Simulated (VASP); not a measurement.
A run of VASP 6.6.1 is set up as follows.

File INCAR:

```
ALGO     = Normal         # electronic algorithm
EDIFF    = 1E-7           # SCF threshold, eV
ENCUT    = 520            # plane-wave cutoff, eV
GGA      = PS             # functional
ISIF     = 2              # what is computed and relaxed
ISMEAR   = 0              # smearing method
LASPH    = True           # aspherical terms in the spheres
LCHARG   = False          # write CHGCAR
LREAL    = False          # projectors in reciprocal space
LWAVE    = False          # write WAVECAR
NBANDS   = 24             # bands
NELM     = 80             # most SCF steps
PREC     = Accurate       # precision mode
SIGMA    = 0.05           # smearing width, eV
```

Contents of KPOINTS:

```
k-points
0
Gamma
  6 6 6
```

File POSCAR:

```
KCl
1.0
    0.0000000000     -3.1207041401     -2.9022548503
   -3.1207041401      0.0000000000     -2.9022548503
    3.1207041401      3.1207041401     -5.8045097006
K Cl
2 2
Direct
    0.5000000000      0.5000000000      0.5000000000
    0.0000000000      1.0000000000      0.0000000000
    0.7609961857      0.7549528727      0.7500000000
    0.2390038143      0.2450471273      0.2500000000
```

Potentials or basis: VASP PAW PBE potentials, release 64 (K_sv, Cl).

Run with:

```console
$ cat potpaw_PBE.64/K_sv/POTCAR potpaw_PBE.64/Cl/POTCAR > POTCAR
$ mpirun -np 1 vasp_std > vasp.out
```

(1) Estimate the pressure.

(2) What does it give for the band gap on the k mesh?

(3) Predict the largest force.

Answers

(1) 2.2 GPa.

(2) 5.24 eV.

(3) 0.198 eV/Å.

Caveat: the cell differs from its parent crystal (atoms displaced along a vibrational mode, the cell strained); the PAW data sets were made with another functional, which shifts forces and pressure a little.
